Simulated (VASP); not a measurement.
SiO2, 6 atoms in the cell. Symmetry: P4_2/mnm, No. 136, tetragonal system. The conventional cell has a = 4.462 Å, b = 4.462 Å, c = 2.382 Å, α = 90.00°, β = 90.00°, γ = 90.00°. Within 2.4 Å of Si (site symmetry mmm) lie 6 O at 1.71 to 1.93 Å and 2 Si at 2.38 Å. Within 2.6 Å of O (site symmetry m2m) lie 3 Si at 1.71 to 1.93 Å and 11 O at 2.38 to 2.58 Å. 

```yaml
Program: VASP 6.6.1
Task: single point
Functional: LDA
Potentials_or_basis: VASP PAW LDA potentials, release 64 (Si, O)
Cutoff: 520 eV
k_mesh: 6 × 6 × 10
Occupations: gaussian, width 0.05 eV
Spin: no spin polarisation
Dipole_correction: no
Further_INCAR_settings: ALGO = Normal; EDIFF = 1e-06; NBANDS = 25
```

Potentials or basis: VASP PAW LDA potentials, release 64 (Si, O).

Command:

```bash
$ cat potpaw_LDA.64/Si/POTCAR potpaw_LDA.64/O/POTCAR > POTCAR
$ mpirun -np 1 vasp_std > vasp.out
```

Hardware: 1 thread of Intel Xeon 8259CL, on a shared host.

Question: How long does it take, and how much memory?

Answer: Run time: 69 s on 1 thread of Intel Xeon 8259CL, with other jobs on the host, peak memory 0.17 GiB. Counts: scf iterations 12, k points 60.
